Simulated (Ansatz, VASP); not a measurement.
One calculation of C, two programs

```xyz
12
Lattice="4.9191 0.0000 0.0000 -2.4596 4.2601 0.0000 0.0000 0.0000 3.4369" Properties=species:S:1:pos:R:3 pbc="T T T"
C     1.4232    0.0000    0.0000
C    -0.7116    1.2325    2.2913
C     1.7480    3.0275    1.1456
C     3.4959    0.0000    1.7185
C    -1.7480    3.0275    0.5728
C     0.7116    1.2325    2.8641
C     0.0000    3.4831    2.5777
C    -0.5569    2.5185    1.4320
C     0.5569    2.5185    0.2864
C     2.4596    0.7770    0.8592
C     3.0165    1.7416    3.1505
C     1.9027    1.7416    2.0049
```

Alike in both runs: functional PBE; k mesh 6 × 6 × 6; occupations gaussian, width 0.1 eV; no spin polarisation.

Ansatz relaxed the structure, and its values are those at the end. VASP's run is a single point on that final structure, the one shown.

|  | VASP | Ansatz |
| --- | --- | --- |
| version | VASP 6.6.1 | Ansatz 0.2.0 |
| potentials or method | VASP PAW PBE potentials, release 64 (C), cutoff 520 eV | scalar-relativistic, plane waves, PAW |
| valence electrons in the cell | 48 | 48 |

|  | VASP | Ansatz | Ansatz less VASP |
| --- | --- | --- | --- |
| gap on the k mesh at the Fermi level (eV) | 4.35 | 4.36 | +0.010 |
| least direct gap on the mesh (eV) | 4.75 | 4.76 | +0.009 |
| pressure (GPa) | 0.7 | 0.1 | -0.59 |
| rms of the force components (eV/Å) | 0.003 | 0.003 | -0.0001 |
